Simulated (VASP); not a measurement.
A run of VASP 6.6.1 is set up as follows.

The input INCAR:

```
ALGO = Normal
EDIFF = 1E-6
ENCUT = 500
GGA = RP
GGA_COMPAT = F
ISIF = 2
ISMEAR = 0
LASPH = T
LCHARG = F
LREAL = F
LWAVE = F
NBANDS = 16
NELM = 120
PREC = Accurate
SIGMA = 0.1
```

The input KPOINTS:

```
k-points
0
Gamma
  6 6 6
```

The input POSCAR:

```
ZnS
1.0
    0.0000000000      2.6936828800      2.6936828800
    2.6936828800      0.0000000000      2.6936828800
    2.6936828800      2.6936828800      0.0000000000
Zn S
1 1
Direct
    0.0000000000      0.0000000000      0.0000000000
    0.7500000000      0.7500000000      0.7500000000
```

Potentials or basis: VASP PAW PBE potentials, release 64 (Zn, S).

Command:

```bash
$ cat potpaw_PBE.64/Zn/POTCAR potpaw_PBE.64/S/POTCAR > POTCAR
$ mpirun -np 1 vasp_std > vasp.out
```

(1) What does it give for the pressure?

(2) Estimate the band gap on the k mesh.

Results:

(1) 5.1 GPa.

(2) 2.32 eV, direct.

Caveat: the PAW data sets were made with another functional, which shifts forces and pressure a little.
